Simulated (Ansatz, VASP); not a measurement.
**One calculation of Ga2P, two programs**

```
CELL_PARAMETERS angstrom
3.69326 0.00000 0.00000
0.00000 3.69326 0.00000
0.00000 0.00000 7.95534
ATOMIC_POSITIONS crystal
Ga 0.50000 0.50000 0.00000
Ga 0.00000 0.00000 0.00000
Ga 0.50000 0.00000 0.35973
Ga 0.00000 0.50000 0.64027
P 0.50000 0.00000 0.68217
P 0.00000 0.50000 0.31783
```

Change from the starting cell: species swapped into the Mn2Sb type (P4/nmm, No. 129).

Alike in both runs: task relaxation of cell and atoms; functional PBE; k mesh 6 × 6 × 2; occupations gaussian, width 0.1 eV; no spin polarisation.

|  | VASP | Ansatz |
| --- | --- | --- |
| version | VASP 6.6.1 | Ansatz 0.2.0 |
| potentials or method | VASP PAW PBE potentials, release 64 (Ga_d, P), cutoff 600 eV | scalar-relativistic, plane waves, PAW |
| valence electrons in the cell | 62 | 62 |

Ansatz gave:

* gap on the k mesh at the Fermi level, each at its own relaxed structure (eV): none
* relaxed volume (Å³/atom): 18.18
* relaxed length of the cell vector where the two differ most in proportion (Å): 7.903

**Question.** What did VASP give for the same quantities?

**Answer.** gap on the k mesh at the Fermi level, each at its own relaxed structure (eV): none; relaxed volume (Å³/atom): 18.15; relaxed length of the cell vector where the two differ most in proportion (Å): 7.887.

A gap of «none» marks a metal or a gap that the smearing closes.

The k mesh is coarse, so the values compare programs but aren't converged.
